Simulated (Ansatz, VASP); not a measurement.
## Two plane-wave programs on BN

```
B N
1.0
     0.00000    1.80800    1.80800
     1.80800    0.00000    1.80800
     1.80800    1.80800    0.00000
B N
1 1
Direct
  0.00000 0.00000 0.00000
  0.25000 0.25000 0.25000
```

Alike in both runs: task relaxation of cell and atoms; functional PBE; k mesh 10 × 10 × 10; occupations gaussian, width 0.02 eV; no spin polarisation.

```csv
,VASP,Ansatz
version,VASP 6.6.1,Ansatz 0.2.0
potentials or method,"VASP PAW PBE potentials, release 64 (B, N), cutoff 600 eV","scalar-relativistic, plane waves, PAW"
valence electrons in the cell,8,8
```

|  | VASP | Ansatz | Ansatz less VASP |
| --- | --- | --- | --- |
| gap on the k mesh at the Fermi level, each at its own relaxed structure (eV) | 4.45 | 4.46 | +0.007 |
| relaxed volume (Å³/atom) | 5.95 | 5.95 | -0.002 |
| relaxed cell length with the largest relative difference (Å) | 2.563 | 2.563 | -0.0003 |
